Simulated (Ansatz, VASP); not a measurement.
# Two plane-wave programs on ScBPt3

The input INCAR:

```
PREC = Accurate
ENCUT = 520
EDIFF = 1E-6
ISMEAR = 0
SIGMA = 0.15
LREAL = F
LASPH = T
NELM = 80
ALGO = Fast
ISIF = 2
LWAVE = F
LCHARG = F
GGA = PE
NBANDS = 30
```

KPOINTS

```
Automatic mesh
0
Gamma
  12 12 12
```

File POSCAR:

```
ScBPt3
1.0
    4.3183536375      0.0000000000      0.0000000000
    0.0000000000      4.1907175693      0.0000000000
    0.0000000000      0.0000000000      4.2545356034
Sc B Pt
1 1 3
Direct
    0.0000000000      0.0000000000      0.0000000000
    0.5000000000      0.5000000000      0.5000000000
    0.0000000000      0.5000000000      0.5000000000
    0.5000000000      0.5000000000      0.0000000000
    0.5000000000      0.0000000000      0.5000000000
```

Input for Ansatz:

```yaml
crystal:
  lattice:
    - [4.3183536375, 0.0, 0.0]
    - [0.0, 4.1907175693, 0.0]
    - [0.0, 0.0, 4.2545356034]
  atoms:
    - { symbol: Sc, position: [0.0, 0.0, 0.0] }
    - { symbol: B, position: [0.5, 0.5, 0.5] }
    - { symbol: Pt, position: [0.0, 0.5, 0.5] }
    - { symbol: Pt, position: [0.5, 0.5, 0.0] }
    - { symbol: Pt, position: [0.5, 0.0, 0.5] }
basis:
  ecutwfc: 420
kpoints:
  mp_grid: { grid: [12, 12, 12] }
hamiltonian:
  xc: pbe
scf:
  occupations: { method: gaussian, width: 0.15 }
output:
  forces: true
  stress: true
  eigenvalues: true
  write_density: true
  write_potential: true
  elf: true
  volumetric_format: npy
```

Change from the starting cell: strain +0.0150 x Voigt [1, -1, 0, 0, 0, 0], atoms carried along.

Alike in both runs: task single point; functional PBE; k mesh 12 × 12 × 12; occupations gaussian, width 0.15 eV; no spin polarisation.

```csv
,VASP,Ansatz
version,VASP 6.6.1,Ansatz 0.2.0
potentials or method,"VASP PAW PBE potentials, release 64 (Sc_sv, B, Pt), cutoff 520 eV","scalar-relativistic, plane waves, PAW"
valence electrons in the cell,44,68
```

```tsv
	VASP	Ansatz	Ansatz less VASP
gap on the k mesh at the Fermi level (eV)	none	none	-
pressure (GPa)	0.2	0.1	-0.04
traceless stress, the component that is largest in VASP (GPa)	2.39	2.35	-0.037
```

A gap of «none» marks a metal or a gap that the smearing closes. VASP's potentials hold 44 valence electrons a cell and Ansatz's 68, so a difference there can come from the potentials and not from the codes.

Neither program's run includes spin-orbit coupling.
